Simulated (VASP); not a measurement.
A run of VASP 6.6.1:

Contents of POSCAR:

```
SiO2
1.0
   -4.4694822814      4.4694822814      2.6154272578
    4.4694822814     -4.4694822814      2.6154272578
    4.4694822814      4.4694822814     -2.6154272578
Si O
4 8
Direct
    0.1769564250      0.1769564250      0.3539128499
    0.8230435750      0.1769564250      0.0000000000
    0.1769564250      0.8230435750      0.0000000000
    0.8230435750      0.8230435750      0.6460871501
    0.5000000000      0.5000000000      0.5000000000
    0.0000000000      0.5000000000      0.0000000000
    0.5000000000      0.0000000000      0.0000000000
    0.0000000000      0.0000000000      0.5000000000
    0.0000000000      0.2088304677      0.2088304677
    0.7911695323      0.0000000000      0.7911695323
    0.2088304677      0.0000000000      0.2088304677
    0.0000000000      0.7911695323      0.7911695323
```

The input INCAR.step1:

```
SYSTEM = SiO2
ALGO = Normal ; EDIFF = 1E-4
ENCUT = 520 ; GGA = PE
ISMEAR = -1 ; LASPH = .True.
LCHARG = .False. ; LREAL = .False.
LWAVE = .True. ; NBANDS = 44
NELM = 60 ; PREC = Accurate
SIGMA = 0.02
```

INCAR.step2

```
SYSTEM = SiO2
ALGO = Normal ; EDIFF = 1E-6
ENCUT = 520 ; ISIF = 2
ISMEAR = -1 ; ISTART = 1
LASPH = .True. ; LCHARG = .True.
LELF = .True. ; LMIXTAU = .True.
LREAL = .False. ; LVHAR = .True.
LWAVE = .False. ; METAGGA = R2SCAN
NBANDS = 44 ; NELM = 60
PREC = Accurate ; SIGMA = 0.02
```

KPOINTS

```
k-points
0
Gamma
  6 6 6
  0 0 0
```

Potentials or basis: VASP PAW PBE potentials, release 64 (Si, O).

Command:

```bash
$ cat potpaw_PBE.64/Si/POTCAR potpaw_PBE.64/O/POTCAR > POTCAR
$ cp INCAR.step1 INCAR
$ mpirun -np 1 vasp_std > vasp.out
$ cp INCAR.step2 INCAR
$ mpirun -np 1 vasp_std > vasp.out
```

Hardware: 1 thread of AMD EPYC 9R45 96-Core Processor (Zen 5), on a shared host.

Question: How long does it take, and how much memory?

Answer: It took 18 min on 1 thread of AMD EPYC 9R45 96-Core Processor (Zen 5), on a shared host, peak memory 0.49 GiB. Counts: k points 30.
